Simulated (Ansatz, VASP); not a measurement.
## Two plane-wave programs on Au

```
Au
1.0
     0.00000    2.02408    2.02408
     2.02408    0.00000    2.02408
     2.02408    2.02408    0.00000
Au
1
Direct
  0.00000 0.00000 0.00000
```

Alike in both runs: functional LDA; k mesh 16 × 16 × 16; occupations fermi-dirac, width 0.15 eV; no spin polarisation.

Ansatz relaxed the structure, and its values are those at the end. VASP's run is a single point on that final structure, the one shown.

|  | VASP | Ansatz |
| --- | --- | --- |
| version | VASP 6.6.1 | Ansatz 0.2.0 |
| potentials or method | VASP PAW LDA potentials, release 64 (Au), cutoff 520 eV | scalar-relativistic, plane waves, PAW |
| valence electrons in the cell | 11 | 19 |

Ansatz gave:

```
gap on the k mesh at the Fermi level (eV) : none
pressure (GPa)                            : 0.0
```

**Question.** Estimate VASP's values.

**Answer.** gap on the k mesh at the Fermi level (eV): none; pressure (GPa): 0.5.

Ansatz warns that its potentials were made for another functional, while VASP's fit it. LDA's correlation is that of Perdew and Zunger in VASP and of Perdew and Wang (1992) in Ansatz. A gap of «none» marks a metal or a gap that the smearing closes. VASP's potentials hold 11 valence electrons a cell and Ansatz's 19, so a difference there can come from the potentials and not from the codes.

Neither program's run includes spin-orbit coupling.
